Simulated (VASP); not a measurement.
**HfO2: single point with LDA**

The system is HfO2.

```
CELL_PARAMETERS angstrom
4.78890 0.00000 0.00000
0.00000 4.78890 0.00000
0.00000 0.00000 3.18582
ATOMIC_POSITIONS crystal
Hf 0.03915 0.00000 0.00000
Hf 0.53915 0.50000 0.50000
O 0.19511 0.80489 0.50000
O 0.30489 0.30489 0.00000
O 0.69511 0.69511 0.00000
O 0.80489 0.19511 0.50000
```

This cell differs from its parent crystal: all Hf atoms moved +0.188 Å, as atom 1 along Cartesian [1 0 0].

```
Program             : VASP 6.6.1
Task                : single point
Functional          : LDA
Potentials or basis : VASP PAW LDA potentials, release 64 (Hf_pv, O)
Cutoff              : 520 eV
k mesh              : 6 × 6 × 8
Occupations         : gaussian, width 0.05 eV
Spin                : no spin polarisation
```

* Pressure: 1.2 GPa
* Largest force: 1.657 eV/Å
* Band gap on the k mesh: 4.08 eV

Forces on the atoms (eV/Å):
```
Hf  -1.656  0.064  0.000
Hf  -1.656 -0.064  0.000
O    0.657 -0.661  0.000
O    0.999  0.911  0.000
O    0.657  0.661  0.000
O    0.999 -0.911  0.000
```

Stress tensor (GPa, compression positive):
```
0.08 0.00 0.00
0.00 2.30 0.00
0.00 0.00 1.33
```

Levels at points of the mesh, in eV from the valence-band top:
| k point | band 18 | band 19 | band 20 | band 21 | band 22 | band 23 | band 24 | band 25 | band 26 | band 27 |
| --- | --- | --- | --- | --- | --- | --- | --- | --- | --- | --- |
| (0.00, 0.00, 0.00) | -1.55 | -0.92 | -0.76 | -0.67 | 0.00 | 4.08 | 4.26 | 5.47 | 5.64 | 5.95 |
| (0.50, 0.00, 0.00) | -2.70 | -1.50 | -1.50 | -0.75 | -0.75 | 4.73 | 4.73 | 6.38 | 6.38 | 6.62 |
| (0.00, 0.50, 0.00) | -2.50 | -1.66 | -1.27 | -0.84 | -0.54 | 4.75 | 4.77 | 5.85 | 6.09 | 6.90 |
| (0.50, 0.50, 0.00) | -1.89 | -1.16 | -1.16 | -0.91 | -0.91 | 4.47 | 4.47 | 5.82 | 5.82 | 6.70 |
| (0.00, 0.00, 0.50) | -2.46 | -1.78 | -1.78 | -0.94 | -0.94 | 5.60 | 5.60 | 5.99 | 5.99 | 6.49 |
| (0.50, 0.00, 0.50) | -1.91 | -1.69 | -1.69 | -1.19 | -1.19 | 4.57 | 4.57 | 6.34 | 6.34 | 6.84 |
| (0.00, 0.50, 0.50) | -2.03 | -1.67 | -1.67 | -1.02 | -1.02 | 4.36 | 4.36 | 6.31 | 6.31 | 7.09 |
| (0.50, 0.50, 0.50) | -2.00 | -1.10 | -1.10 | -0.62 | -0.62 | 5.25 | 5.25 | 5.84 | 5.84 | 6.57 |

It took 66 s on 1 thread of Intel(R) Xeon(R) Platinum 8488C (Sapphire Rapids), on a shared host, peak memory 0.25 GiB.

Caveat: the cell differs from its parent crystal (all Hf atoms moved +0.188 Å, as atom 1 along Cartesian [1 0 0]); spin-orbit coupling is left out, which moves the levels of the heavy elements; forces of over 1 eV/Å act on the atoms, so gaps and moduli don't describe the material at rest. A k mesh can miss the band edges.
